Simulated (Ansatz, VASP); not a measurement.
## Two plane-wave programs on W

The input INCAR:

```
SYSTEM = W
PREC = Accurate
ENCUT = 520
EDIFF = 1E-6
ISMEAR = 0
SIGMA = 0.15
LREAL = .False.
LASPH = .True.
NELM = 60
ALGO = Fast
ISIF = 2
LWAVE = .False.
LCHARG = .False.
GGA = PS
NBANDS = 13
```

The input KPOINTS:

```
regular mesh
0
Gamma
  26 26 26
  0 0 0
```

File POSCAR:

```
W
1.0
    0.0000000000      1.9989957669      2.0589656399
    1.9989957669      0.0000000000      2.0589656399
    1.9989957669      1.9989957669      0.0000000000
W
1
Direct
    0.0000000000      0.0000000000      0.0000000000
```

Input for Ansatz:

```yaml
crystal:
  lattice:
    - [0.0, 1.9989957669, 2.0589656399]
    - [1.9989957669, 0.0, 2.0589656399]
    - [1.9989957669, 1.9989957669, 0.0]
  atoms:
    - { symbol: W, position: [0.0, 0.0, 0.0] }
basis:
  ecutwfc: 420
kpoints:
  mp_grid: { grid: [26, 26, 26] }
hamiltonian:
  xc: pbesol
scf:
  occupations: { method: gaussian, width: 0.15 }
output:
  forces: true
  stress: true
  eigenvalues: true
```

Change from the starting cell: strain +0.000 along x and y, +0.030 along z, atoms carried along.

Alike in both runs: task single point; functional PBEsol; k mesh 26 × 26 × 26; occupations gaussian, width 0.15 eV; no spin polarisation.

|  | VASP | Ansatz |
| --- | --- | --- |
| version | VASP 6.6.1 | Ansatz 0.2.0 |
| potentials or method | VASP PAW PBE potentials, release 64 (W_sv), cutoff 520 eV | scalar-relativistic, plane waves, PAW |
| valence electrons in the cell | 14 | 14 |

```csv
,VASP,Ansatz,Ansatz less VASP
gap on the k mesh at the Fermi level (eV),none,none,-
pressure (GPa),-7.9,-8.4,-0.54
"traceless stress, the component that is largest in VASP (GPa)",5.40,5.35,-0.050
```

VASP's potentials were made for PBE, not for PBEsol. A gap of «none» marks a metal or a gap that the smearing closes.

Spin-orbit coupling is off throughout.
